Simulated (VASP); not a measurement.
GaN, 2 atoms in the cell. It takes space group F-43m (No. 216, cubic). Conventional cell: a = 4.501 Å, b = 4.501 Å, c = 4.501 Å, α = 90.00°, β = 90.00°, γ = 90.00°. Within 2.6 Å of Ga (site symmetry -43m) lie 4 N at 1.95 Å. N (site symmetry -43m) has 4 Ga at 1.95 Å within 2.6 Å. 

* Program: VASP 6.6.1
* Task: single point
* Functional: PBEsol
* Potentials or basis: VASP PAW PBE potentials, release 64 (Ga_d, N)
* Cutoff: 600 eV
* k mesh: 8 × 8 × 8
* Occupations: gaussian, width 0.1 eV
* Spin: no spin polarisation
* Dipole correction: no
* Further INCAR settings: ALGO = Normal; EDIFF = 1e-06; NBANDS = 16

Potentials or basis: VASP PAW PBE potentials, release 64 (Ga_d, N).

Run with:

```bash
$ cat potpaw_PBE.64/Ga_d/POTCAR potpaw_PBE.64/N/POTCAR > POTCAR
$ mpirun -np 1 vasp_std > vasp.out
```

Hardware: 1 thread of Intel(R) Xeon(R) Platinum 8488C (Sapphire Rapids) (shared host).

Estimate the wall time of this run.

Wall time 14 s on 1 thread of Intel(R) Xeon(R) Platinum 8488C (Sapphire Rapids), on a shared host, peak memory 0.15 GiB. Counts: scf iterations 13, k points 29.
